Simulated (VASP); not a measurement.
# BN: single point with PBE+D3(BJ)

Crystal: BN.

```
B N
1.0
     2.50612    0.00000    0.00000
    -1.25306    2.17037    0.00000
     0.00000    0.00000    6.59736
B N
2 2
Direct
  0.04423 0.08846 0.45635
  0.33333 0.66667 0.00000
  0.00000 0.00000 0.00000
  0.66667 0.33333 0.50000
```

This cell differs from its parent crystal: atom 1 (B) moved by +0.192 Å along [1 2 0] and -0.288 Å along [0 0 1].

| Property | Result |
| --- | --- |
| Program | VASP 6.6.1 |
| Task | single point |
| Functional | PBE |
| Dispersion | D3(BJ) |
| Potentials or basis | VASP PAW PBE potentials, release 64 (B, N) |
| Cutoff | 520 eV |
| k mesh | 12 × 12 × 4 |
| Occupations | gaussian, width 0.05 eV |
| Spin | no spin polarisation |
| Dipole correction | no |
| Further INCAR settings | ALGO = Normal; EDIFF = 1e-06; NBANDS = 16 |

* Pressure: 2.3 GPa
* Largest force: 5.670 eV/Å
* Band gap on the k mesh: 2.33 eV, indirect (least direct gap 3.10 eV)
* Dispersion energy per atom: -0.142 eV

Forces in eV/Å, atoms in the order of the input:
```
B    0.000 -4.634  3.267
B    0.000  0.003 -0.248
N    0.000  0.007  0.209
N    0.000  4.624 -3.228
```

Stress tensor (GPa, compression positive):
```
11.53  0.00  0.00
 0.00  0.49  5.84
 0.00  5.84 -5.05
```

Levels at points of the mesh, in eV from the valence-band top:
```csv
k point,band 4,band 5,band 6,band 7,band 8,band 9,band 10,band 11,band 12,band 13
"(0.00, 0.00, 0.00)",-5.35,-3.97,-3.03,-3.03,-0.01,3.09,7.80,8.77,9.89,9.89
"(0.50, 0.00, 0.00)",-10.02,-5.82,-3.93,-2.84,-1.91,2.35,3.56,7.47,8.10,11.20
"(0.00, 0.50, 0.00)",-9.36,-5.93,-5.80,-3.10,-2.35,3.02,4.55,7.96,8.20,11.39
"(0.00, 0.00, 0.50)",-6.28,-3.97,-3.03,-3.03,0.00,4.69,6.69,7.96,9.89,9.89
"(0.50, 0.00, 0.50)",-10.04,-5.82,-3.93,-2.67,-1.94,2.34,3.06,7.62,8.25,11.72
"(0.00, 0.50, 0.50)",-9.38,-5.92,-5.81,-2.87,-2.50,3.00,4.08,8.08,8.43,11.35
```

Wall time 62 s on 1 thread of Intel Xeon 6975P-C, with other jobs on the host, peak memory 0.22 GiB.

Caveat: the cell differs from its parent crystal (atom 1 (B) moved by +0.192 Å along [1 2 0] and -0.288 Å along [0 0 1]); forces of over 1 eV/Å act on the atoms, so gaps and moduli don't describe the material at rest. A k mesh can miss the band edges.
